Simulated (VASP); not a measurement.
# PbSe (pbe) (R-3m) in VASP: a series of runs

Runs on PbSe (pbe). Level: PBE. Tasks: relaxation of the atoms.

All numbers are computed with VASP 6.6.1; they aren't measurements. Logs are shortened: lines on timing, memory, paths and dates and some standing lists are left out, and cuts for length are marked.

**1. The cell of the first run**

Symmetry: R-3m, No. 166, trigonal system. Conventional cell: a = 4.330 Å, b = 4.330 Å, c = 10.866 Å, α = 90.00°, β = 90.00°, γ = 120.00°. Within 4.1 Å of Pb (site symmetry -3m) lie 6 Se at 3.09 Å. Se (site symmetry -3m) has 6 Pb at 3.09 Å within 4.1 Å.

**2. Relaxation of the atoms, PBE (strained cell)**

Input file INCAR:

```
PREC = Accurate ; ENCUT = 450
EDIFF = 1E-7 ; ISMEAR = 0
SIGMA = 0.01 ; LREAL = F
LASPH = T ; NELM = 120
ALGO = Normal ; ISIF = 2
LWAVE = F ; LCHARG = F
GGA = PE ; IBRION = 2
NSW = 60 ; EDIFFG = -0.002
GGA_COMPAT = F ; NELMIN = 4
```

Input file KPOINTS:

```
Automatic mesh
0
Gamma
  9 9 9
```

Input file POSCAR:

```
PbSe
1.0
    0.0497391969      3.1118085085      3.1118085085
    3.1118085085      0.0497391969      3.1118085085
    3.1118085085      3.1118085085      0.0497391969
Pb Se
1 1
Direct
    0.0000000000      0.0000000000      0.0000000000
    0.5000000000      0.5000000000      0.5000000000
```

Potentials or basis: VASP PAW PBE potentials, release 64 (Pb_d, Se).

Command:

```bash
$ cat potpaw_PBE.64/Pb_d/POTCAR potpaw_PBE.64/Se/POTCAR > POTCAR
$ mpirun -np 1 vasp_std > vasp.out
```

OUTCAR:

```text
PREC = Accurate
   ENCUT = 450
   EDIFF = 1E-7
   ISMEAR = 0
   LREAL = F
   LASPH = T
   NELM = 120
   ISIF = 2
   GGA = PE
   IBRION = 2
   NSW = 60
   EDIFFG = -0.002
   NELMIN = 4

 ion  position               nearest neighbor table
   1  0.000  0.000  0.000-   2 3.09   2 3.09   2 3.09   2 3.09   2 3.09   2 3.09
   2  0.500  0.500  0.500-   1 3.09   1 3.09   1 3.09   1 3.09   1 3.09   1 3.09

  LATTYP: Found a trigonal (rhomboedric) cell.
 ALAT       =     4.4010428736
 COS(alpha) =     0.5159181103

  Lattice vectors:

 A1 = (   0.0497391969,   3.1118085085,   3.1118085085)
 A2 = (   3.1118085085,   0.0497391969,   3.1118085085)
 A3 = (   3.1118085085,   3.1118085085,   0.0497391969)

Analysis of symmetry for initial positions (statically):
=====================================================================
 Subroutine PRICEL returns:
 Original cell was already a primitive cell.

 Routine SETGRP: Setting up the symmetry group for a
 trigonal (rhombohedral) supercell.

 Subroutine GETGRP returns: Found 12 space group operations
 (whereof 12 operations were pure point group operations)
 out of a pool of 12 trial point group operations.

The static configuration has the point symmetry D_3d.

Analysis of symmetry for dynamics (positions and initial velocities):
=====================================================================
 Subroutine PRICEL returns:
 Original cell was already a primitive cell.

 Routine SETGRP: Setting up the symmetry group for a
 trigonal (rhombohedral) supercell.

 Subroutine GETGRP returns: Found 12 space group operations
 (whereof 12 operations were pure point group operations)
 out of a pool of 12 trial point group operations.

The dynamic configuration has the point symmetry D_3d.

 Subroutine INISYM returns: Found 12 space group operations
 (whereof 12 operations are pure point group operations),
 and found     1 'primitive' translations

----------------------------------------------------------------------------------------

                                     Primitive cell

  volume of cell :      58.8207

  direct lattice vectors                    reciprocal lattice vectors
     0.049739197  3.111808508  3.111808508    -0.164582924  0.161993616  0.161993616
     3.111808508  0.049739197  3.111808508     0.161993616 -0.164582924  0.161993616
     3.111808508  3.111808508  0.049739197     0.161993616  0.161993616 -0.164582924

  length of vectors
     4.401042874  4.401042874  4.401042874     0.282084033  0.282084033  0.282084033

  position of ions in fractional coordinates (direct lattice)
     0.000000000  0.000000000  0.000000000
     0.500000000  0.500000000  0.500000000

  ion indices of the primitive-cell ions
   primitive index   ion index
                 1           1
                 2           2

----------------------------------------------------------------------------------------

 KPOINTS: Automatic mesh

Automatic generation of k-mesh.
 Grid dimensions read from file:
 generate k-points for:    9    9    9

 Generating k-lattice:

  Cartesian coordinates                     Fractional coordinates (reciprocal lattice)
    -0.018286992  0.017999291  0.017999291     0.111111111  0.000000000  0.000000000
     0.017999291 -0.018286992  0.017999291     0.000000000  0.111111111  0.000000000
     0.017999291  0.017999291 -0.018286992     0.000000000  0.000000000  0.111111111

  Length of vectors
     0.031342670  0.031342670  0.031342670

  Shift w.r.t. Gamma in fractional coordinates (k-lattice)
     0.000000000  0.000000000  0.000000000

 Subroutine IBZKPT returns following result:
 ===========================================

 Found     85 irreducible k-points:

 Following reciprocal coordinates:
            Coordinates               Weight
  0.000000  0.000000  0.000000      1.000000
  0.111111  0.000000 -0.000000      6.000000
  0.222222  0.000000 -0.000000      6.000000
  0.333333 -0.000000 -0.000000      6.000000
  0.444444  0.000000 -0.000000      6.000000
  0.111111  0.111111 -0.000000      6.000000
[... 16 lines left out ...]
 -0.333333  0.333333  0.000000      6.000000
  0.444444  0.444444 -0.000000      6.000000
 [... further k-points ...]
   k-points           NKPTS =     85   k-points in BZ     NKDIM =     85   number of bands    NBANDS=     14
   number of dos      NEDOS =    301   number of ions     NIONS =      2
   total plane-waves  NPLWV =  27000
   dimension x,y,z NGX =    30 NGY =   30 NGZ =   30
   dimension x,y,z NGXF=    60 NGYF=   60 NGZF=   60
   ions per type =               1   1
   NGX,Y,Z   is equivalent  to a cutoff of  11.33, 11.33, 11.33 a.u.
   NGXF,Y,Z  is equivalent  to a cutoff of  22.66, 22.66, 22.66 a.u.
 SYSTEM =  unknown system
   PREC   = accura    normal or accurate (medium, high low for compatibility)
   ISTART =      0    job   : 0-new  1-cont  2-samecut
   ICHARG =      2    charge: 1-file 2-atom 10-const
   ISPIN  =      1    spin polarized calculation?
   LNONCOLLINEAR =      F non collinear calculations
   LSORBIT =      F    spin-orbit coupling
   LASPH  =      T    aspherical Exc in radial PAW
   ENCUT  =  450.0 eV  33.07 Ry    5.75 a.u.   7.61  7.61  7.61*2*pi/ulx,y,z
   NELM   =    120;   NELMIN=  4; NELMDL= -5     # of ELM steps
   EDIFF  = 0.1E-06   stopping-criterion for ELM
   LREAL  =      F    real-space projection
   EDIFFG = -.2E-02   stopping-criterion for IOM
   NSW    =     60    number of steps for IOM
   IBRION =      2    ionic relax: 0-MD 1-quasi-New 2-CG
   NFREE  =      1    steps in history (QN), initial steepest desc. (CG)
   ISIF   =      2    stress and relaxation
   ISYM   =      2    0-nonsym 1-usesym 2-fastsym
   POTIM  = 0.5000    time-step for ionic-motion
   TEBEG  =    0.0;   TEEND  =   0.0 temperature during run
   PSTRESS=    0.0 pullay stress
   NELECT =      20.0000    total number of electrons
   NUPDOWN=      -1.0000    fix difference up-down
   EMIN   =  10.00;   EMAX   =-10.00  energy-range for DOS
   EFERMI =   0.00;   METHOD = LEGACY
   ISMEAR =     0;   SIGMA  =   0.01  broadening in eV -4-tet -1-fermi 0-gaus
   EFERMI_NEDOS =   21; number of points for ismear=-14 and -15
   IALGO  =     38    algorithm
   IMIX   =      4    mixing-type and parameters
     AMIX     =   0.40;   BMIX     =  1.00
     AMIX_MAG =   1.60;   BMIX_MAG =  1.00
  volume/ion in A,a.u.               =      29.41       198.47
  Fermi-wavevector in a.u.,A,eV,Ry     =   1.142637  2.159270 17.764020  1.305619
  Thomas-Fermi vector in A             =   2.279334
   LORBIT       =      0    0 simple, 1 ext, 2 COOP (PROOUT), +10 PAW based schemes
   GGA     = PE    functional components
   LHFCALC =     F    Hartree Fock is set to
   AEXX    =    0.0000 exact exchange contribution
   IVDW    =     0    specifies the selected vdW correction
   LEPSILON=     F    determine dielectric tensor
   LRPA    =     F    only Hartree local field effects (RPA)
 conjugate gradient relaxation of ions
 non-spin polarized calculation
 Gauss-broadening in eV      SIGMA  =   0.01
  energy-cutoff  :      450.00
  volume of cell :       58.82
 maximum number of plane-waves:      1291
   NGX = 15   NGY = 15   NGZ = 15

 number of electron      20.0000001 magnetization

 Free energy of the ion-electron system (eV)
  ---------------------------------------------------
  ext. energy  EPLUGINS =         0.00000000
  ---------------------------------------------------
  free energy    TOTEN  =        -8.19214216 eV

  energy without entropy =       -8.19214216  energy(sigma->0) =       -8.19214216

 E-fermi :   4.7403     XC(G=0):  -9.4135

 val. band max:        4.6680158026   @ k =   0.4444   0.4444   0.4444
 cond. band min:       5.2640022526   @ k =   0.4444   0.0000  -0.0000
 fundamental gap:      0.5959864499
 Fermi energy:         4.7403224648

 k-point     1 :       0.0000    0.0000    0.0000
  band No.  band energies     occupation
      1     -12.0448      2.00000
      2     -12.0448      2.00000
      3     -12.0400      2.00000
      4     -12.0341      2.00000
      5     -12.0341      2.00000
      6      -8.6227      2.00000
      7      -1.5917      2.00000
      8       2.8685      2.00000
      9       3.0584      2.00000
     10       3.0584      2.00000
     11       9.4000      0.00000
     12       9.4000      0.00000
     13       9.4407      0.00000
     14      11.1312      0.00000

 k-point     2 :       0.1111    0.0000   -0.0000
  band No.  band energies     occupation
      1     -12.0456      2.00000
      2     -12.0411      2.00000
      3     -12.0385      2.00000
      4     -12.0365      2.00000
      5     -12.0336      2.00000
      6      -8.5322      2.00000
      7      -1.8738      2.00000
      8       2.9185      2.00000
      9       3.0844      2.00000
     10       3.2325      2.00000
     11       8.5352      0.00000
     12       8.8726      0.00000
     13       8.8882      0.00000
     14      11.1816      0.00000

 k-point     3 :       0.2222    0.0000   -0.0000
  band No.  band energies     occupation
      1     -12.0497      2.00000
      2     -12.0427      2.00000
      3     -12.0392      2.00000
      4     -12.0314      2.00000
      5     -12.0261      2.00000
      6      -8.2791      2.00000
      7      -2.5453      2.00000
      8       3.0279      2.00000
      9       3.1629      2.00000
     10       3.6429      2.00000
     11       7.1983      0.00000
     12       7.8946      0.00000
     13       7.9131      0.00000
     14      11.2204      0.00000
[... 324 lines left out ...]
 k-point    23 :      -0.3333    0.3333    0.0000
  band No.  band energies     occupation
      1     -12.1001      2.00000
      2     -12.0406      2.00000
      3     -12.0342      2.00000
      4     -12.0210      2.00000
      5     -12.0088      2.00000
      6      -7.3415      2.00000
      7      -3.3723      2.00000
      8       0.6793      2.00000
      9       2.4621      2.00000
     10       2.9188      2.00000
     11       7.3715      0.00000
     12       7.9653      0.00000
     13       9.8062      0.00000
     14      11.7364      0.00000

 k-point    24 :       0.4444    0.4444   -0.0000
  band No.  band energies     occupation
      1     -12.1423      2.00000
      2     -12.0575      2.00000
      3     -12.0197      2.00000
      4     -12.0041      2.00000
      5     -12.0006      2.00000
      6      -7.3356      2.00000
      7      -2.6378      2.00000
      8       0.2239      2.00000
      9       1.6425      2.00000
     10       1.7934      2.00000
     11       8.6043      0.00000
     12      10.1613      0.00000
     13      10.1834      0.00000
     14      10.4484      0.00000

 [... further k-points ...]
[... 5 lines left out ...]
  --------------------------------------------------------------------------------------
  -------------------------------------------------------------------------------------
  Total        0.3824381      0.3824381      0.3824381     -0.1046223     -0.1046223     -0.1046223
  in kB       10.4169782     10.4169782     10.4169782     -2.8497387     -2.8497387     -2.8497387
  external PRESSURE =      10.4169782 kB  Pullay stress =       0.0000000 kB

 VOLUME and BASIS-vectors are now :
 -----------------------------------------------------------------------------
  energy-cutoff  :      450.00
  volume of cell :       58.82
      direct lattice vectors                 reciprocal lattice vectors
     0.049739197  3.111808508  3.111808508    -0.164582924  0.161993616  0.161993616
     3.111808508  0.049739197  3.111808508     0.161993616 -0.164582924  0.161993616
     3.111808508  3.111808508  0.049739197     0.161993616  0.161993616 -0.164582924

 POSITION                                       TOTAL-FORCE (eV/Angst)
 -----------------------------------------------------------------------------------
      0.00000      0.00000      0.00000        -0.000000     -0.000000     -0.000000
      3.13668      3.13668      3.13668         0.000000      0.000000      0.000000
 -----------------------------------------------------------------------------------
    total drift:                               -0.000000      0.000000      0.000000

  FREE ENERGIE OF THE ION-ELECTRON SYSTEM (eV)
  ---------------------------------------------------
  free  energy   TOTEN  =        -8.1921421633 eV

  energy  without entropy=       -8.1921421633  energy(sigma->0) =       -8.19214216

 reached required accuracy - stopping structural energy minimisation
```

It took 57 s on 1 thread of Intel Xeon 8259CL, shared host; peak memory 0.21 GiB.

Results:

```
Free energy             : -8.1921 eV
Pressure after relaxing : 1.0 GPa
Band gap on the k mesh  : 0.60 eV, indirect (least direct gap 0.71 eV)
```

Final structure:
```cif
data_structure
_symmetry_space_group_name_H-M 'P 1'
_symmetry_Int_Tables_number 1
_cell_length_a 4.4010
_cell_length_b 4.4010
_cell_length_c 4.4010
_cell_angle_alpha 58.941
_cell_angle_beta 58.941
_cell_angle_gamma 58.941
_cell_volume 58.82
loop_
_atom_site_label
_atom_site_type_symbol
_atom_site_fract_x
_atom_site_fract_y
_atom_site_fract_z
_atom_site_occupancy
Pb1 Pb 0.00000 0.00000 0.00000 1
Se1 Se 0.50000 0.50000 0.50000 1
```

Caveat: the cell differs from its parent crystal (strained cell); the relaxation stopped at its first step, so nothing moved; spin-orbit coupling is left out, which moves the levels of the heavy elements. A k mesh can miss the band edges.

**3. Relaxation of the atoms, PBE (strained cell)**

Input file INCAR:

```
SYSTEM = PbSe
PREC     = Accurate       ! precision mode
ENCUT    = 450            ! plane-wave cutoff, eV
EDIFF    = 1E-7           ! SCF threshold, eV
ISMEAR   = 0              ! smearing method
SIGMA    = 0.01           ! smearing width, eV
LREAL    = .FALSE.        ! projectors in reciprocal space
LASPH    = .TRUE.         ! aspherical terms in the spheres
NELM     = 120            ! most SCF steps
ALGO     = Normal         ! electronic algorithm
ISIF     = 2              ! what is computed and relaxed
LWAVE    = .FALSE.        ! write WAVECAR
LCHARG   = .FALSE.        ! write CHGCAR
GGA      = PE             ! functional
IBRION   = 2              ! ionic algorithm
NSW      = 60             ! ionic steps
EDIFFG   = -0.002         ! ionic threshold
GGA_COMPAT= .FALSE.      
NELMIN   = 4
```

Input file KPOINTS:

```
regular mesh
0
G
  9 9 9
  0 0 0
```

Input file POSCAR:

```
PbSe
1.0
    0.0560573918      3.1181267033      3.1181267033
    3.1181267033      0.0560573918      3.1181267033
    3.1181267033      3.1181267033      0.0560573918
Pb Se
1 1
Direct
    0.0000000000      0.0000000000      0.0000000000
    0.5000000000      0.5000000000      0.5000000000
```

Potentials or basis: VASP PAW PBE potentials, release 64 (Pb_d, Se).

Command:

```bash
$ cat potpaw_PBE.64/Pb_d/POTCAR potpaw_PBE.64/Se/POTCAR > POTCAR
$ mpirun -np 1 vasp_std > vasp.out
```

Wall time 57 s (1 thread of Intel Xeon 8259CL, shared host); peak memory 0.22 GiB.

It converged, with:

- Free energy: -8.1925 eV
- Pressure after relaxing: 0.9 GPa
- Band gap on the k mesh: 0.58 eV, indirect (least direct gap 0.71 eV)

Stress tensor (GPa, compression positive):
```
 0.88 -0.32 -0.32
-0.32  0.88 -0.32
-0.32 -0.32  0.88
```

Final structure:
```
Pb Se
1.0
     0.05606    3.11813    3.11813
     3.11813    0.05606    3.11813
     3.11813    3.11813    0.05606
Pb Se
1 1
Direct
  0.00000 0.00000 0.00000
  0.50000 0.50000 0.50000
```

Levels at points of the mesh, in eV from the valence-band top:
| k point | band 8 | band 9 | band 10 | band 11 | band 12 | band 13 |
| --- | --- | --- | --- | --- | --- | --- |
| (0.00, 0.00, 0.00) | -1.81 | -1.60 | -1.60 | 4.71 | 4.71 | 4.76 |

Caveat: the cell differs from its parent crystal (strained cell); the relaxation stopped at its first step, so nothing moved; spin-orbit coupling is left out, which moves the levels of the heavy elements.
